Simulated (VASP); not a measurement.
**CoBi (rocksalt type): single point with LDA**

CoBi (rocksalt type):

```
Co Bi
1.0
     0.00000    2.72265    2.72265
     2.72265    0.00000    2.72265
     2.72265    2.72265    0.00000
Co Bi
1 1
Cartesian
  0.0000 0.0000 0.0000
  2.7227 2.7227 2.7227
```

```
Program                : VASP 6.6.1
Task                   : single point
Functional             : LDA
Potentials or basis    : VASP PAW LDA potentials, release 64 (Co, Bi_d)
Cutoff                 : 520 eV
k mesh                 : 13 × 13 × 13
Occupations            : fermi-dirac, width 0.05 eV
Spin                   : collinear spin, ferromagnetic start
Starting moments       : [2.0, 0.0] μB
Dipole correction      : no
Further INCAR settings : ALGO = Normal; EDIFF = 1e-06; NBANDS = 23
```

```json
{
  "Pressure": "-10.2 GPa",
  "Net moment": "0.32 μB per cell",
  "Site moments": "Co +0.32; Bi -0.01 μB",
  "Valence electrons inside the program's atomic spheres": "Co 8.15; Bi 12.87"
}
```

Levels at points of the mesh, in eV from the Fermi level:
Spin up:
```
           k point  band 10  band 11  band 12  band 13  band 14  band 15
(0.00, 0.00, 0.00)    -1.03    -1.03     2.42     2.42     2.42     5.15
```
Spin down:
| k point | band 10 | band 11 | band 12 | band 13 | band 14 | band 15 |
| --- | --- | --- | --- | --- | --- | --- |
| (0.00, 0.00, 0.00) | -0.73 | -0.73 | 2.43 | 2.43 | 2.43 | 5.19 |

It took 99 s on 1 thread of AMD EPYC 9R45 (Zen 5), on a shared host, peak memory 0.21 GiB.

Caveat: the cell stands under tension; spin-orbit coupling is left out, which moves the levels of the heavy elements.
